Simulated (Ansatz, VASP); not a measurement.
# One calculation of KTaO3, two programs

```
CELL_PARAMETERS angstrom
4.04078 0.00000 0.00000
0.00000 4.04078 0.00000
0.00000 0.00000 4.04078
ATOMIC_POSITIONS crystal
K 0.50000 0.50000 0.50000
Ta 0.00000 0.00000 0.00000
O 0.50000 0.00000 0.00000
O 0.00000 0.50000 0.00000
O 0.00000 0.00000 0.50000
```

Change from the starting cell: volume scaled by 1.04.

Alike in both runs: task single point; functional PBE; k mesh 5 × 5 × 5; occupations fermi-dirac, width 0.01 eV; no spin polarisation.

|  | VASP | Ansatz |
| --- | --- | --- |
| version | VASP 6.6.1 | Ansatz 0.2.0 |
| potentials or method | VASP PAW PBE potentials, release 64 (K_sv, Ta_pv, O), cutoff 520 eV | all-electron LAPW, scalar-relativistic |

Ansatz gave:

* gap on the k mesh at the Fermi level (eV): 2.24
* pressure (GPa): -2.1

Task: Estimate VASP's values.

Result: gap on the k mesh at the Fermi level (eV): 2.19; pressure (GPa): -1.7.

Ansatz ran all-electron here, and VASP with PAW potentials.

Neither program's run includes spin-orbit coupling.
